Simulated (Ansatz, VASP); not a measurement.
# One calculation of KZrN, two programs

```
K Zr N
1.0
     4.26292    0.00000    0.00000
    -2.13146    3.69179    0.00000
     0.00000    0.00000    4.53736
K Zr N
1 1 1
Direct
  0.00000 0.00000 0.00000
  0.66667 0.33333 0.50000
  0.33333 0.66667 0.50000
```

Change from the starting cell: species swapped into the EuAlSi type (P-6m2, No. 187).

Alike in both runs: task relaxation of cell and atoms; functional PBE; k mesh 6 × 6 × 4; occupations gaussian, width 0.1 eV; no spin polarisation.

|  | VASP | Ansatz |
| --- | --- | --- |
| version | VASP 6.6.1 | Ansatz 0.2.0 |
| potentials or method | VASP PAW PBE potentials, release 64 (K_sv, Zr_sv, N_h), cutoff 910 eV | scalar-relativistic, plane waves, PAW |
| valence electrons in the cell | 26 | 26 |

VASP gave:

```
gap on the k mesh at the Fermi level, each at its own relaxed structure (eV) : none
relaxed volume (Å³/atom)                                                     : 23.86
relaxed cell length with the largest relative difference (Å)                 : 6.207
```

Problem. What did Ansatz give for the same quantities?

Solution. gap on the k mesh at the Fermi level, each at its own relaxed structure (eV): none; relaxed volume (Å³/atom): 25.74; relaxed cell length with the largest relative difference (Å): 6.736.

A gap of «none» marks a metal or a gap that the smearing closes. One of these differences is far larger than is usual between the two programs; its cause wasn't traced.

Noted on VASP's run: the cutoff is short for stress, so the pressure is rough.
